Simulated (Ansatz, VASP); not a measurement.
**Ba3Si: VASP beside Ansatz**

```
Ba Si
1.0
     5.38336    0.00000    0.00000
     0.00000    5.38336    0.00000
     0.00000    0.00000    5.38336
Ba Si
3 1
Direct
  0.00000 0.50000 0.50000
  0.50000 0.50000 0.00000
  0.50000 0.00000 0.50000
  0.00000 0.00000 0.00000
```

Alike in both runs: task single point; functional PBEsol; k mesh 6 × 6 × 6; occupations gaussian, width 0.05 eV; no spin polarisation.

|  | VASP | Ansatz |
| --- | --- | --- |
| version | VASP 6.6.1 | Ansatz 0.2.0 |
| potentials or method | VASP PAW PBE potentials, release 64 (Ba_sv, Si), cutoff 520 eV | scalar-relativistic, plane waves, PAW |
| valence electrons in the cell | 34 | 34 |

```csv
,VASP,Ansatz,Ansatz less VASP
gap on the k mesh at the Fermi level (eV),none,none,-
pressure (GPa),-1.1,-1.5,-0.39
```

VASP's potentials were made for PBE, not for PBEsol. A gap of «none» marks a metal or a gap that the smearing closes.

Spin-orbit coupling is off throughout.
